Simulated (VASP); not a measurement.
A run of VASP 6.6.1 is set up as follows.

File INCAR:

```
  ALGO = Normal
  EDIFF = 1E-6
  ENCUT = 520
  GGA = PE
  ISIF = 2
  ISMEAR = -1
  IVDW = 12
  LASPH = T
  LCHARG = F
  LREAL = F
  LWAVE = F
  NBANDS = 17
  NELM = 80
  PREC = Accurate
  SIGMA = 0.05
```

File KPOINTS:

```
k-points
0
Gamma
  12 12 12
```

File POSCAR:

```
TiSi2
1.0
   -1.4532608747      1.6889673539      4.1464791504
    1.4532608747     -1.6889673539      4.1464791504
    1.4532608747      1.6889673539     -4.1464791504
Ti Si
1 2
Direct
    0.0000000000      0.0000000000      0.0000000000
    0.6701885835      0.6701885835      0.0000000000
    0.3298114165      0.3298114165      0.0000000000
```

Potentials or basis: VASP PAW PBE potentials, release 64 (Ti_sv, Si).

The run is started by

```sh
$ cat potpaw_PBE.64/Ti_sv/POTCAR potpaw_PBE.64/Si/POTCAR > POTCAR
$ mpirun -np 1 vasp_std > vasp.out
```

**Question.** What does it give for the dispersion energy per atom?

**Answer.** -0.555 eV.

**Question.** Predict the band gap on the k mesh.

**Answer.** Zero (band 10 reaches 11.92 eV, above the bottom of band 11 at 9.49 eV).
